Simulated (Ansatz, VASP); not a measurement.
## B6As in VASP and in Ansatz

```
B As
1.0
     3.06142    1.76751    3.94791
    -3.06142    1.76751    3.94791
     0.00000   -3.53502    3.94791
B As
12 2
Direct
  0.01566 0.01566 0.32469
  0.01566 0.32469 0.01566
  0.82179 0.27260 0.82179
  0.82179 0.82179 0.27260
  0.27260 0.82179 0.82179
  0.72740 0.17821 0.17821
  0.17821 0.72740 0.17821
  0.17821 0.17821 0.72740
  0.98434 0.67531 0.98434
  0.98434 0.98434 0.67531
  0.67531 0.98434 0.98434
  0.32469 0.01566 0.01566
  0.60080 0.60080 0.60080
  0.39920 0.39920 0.39920
```

Alike in both runs: functional PBEsol; k mesh 6 × 6 × 6; occupations gaussian, width 0.02 eV; no spin polarisation.

Ansatz relaxed the structure, and its values are those at the end. VASP's run is a single point on that final structure, the one shown.

```csv
,VASP,Ansatz
version,VASP 6.6.1,Ansatz 0.2.0
potentials or method,"VASP PAW PBE potentials, release 64 (B, As), cutoff 520 eV","scalar-relativistic, plane waves, PAW"
valence electrons in the cell,46,66
```

Ansatz gave:

| Item | Value |
| --- | --- |
| gap on the k mesh at the Fermi level (eV) | 2.62 |
| least direct gap on the mesh (eV) | 2.65 |
| pressure (GPa) | 0.0 |
| rms of the force components (eV/Å) | 0.001 |

Problem. Which values does VASP return?

Solution. gap on the k mesh at the Fermi level (eV): 2.62; least direct gap on the mesh (eV): 2.66; pressure (GPa): 0.6; rms of the force components (eV/Å): 0.016.

VASP's potentials were made for PBE, not for PBEsol. VASP's potentials hold 46 valence electrons a cell and Ansatz's 66, so a difference there can come from the potentials and not from the codes.
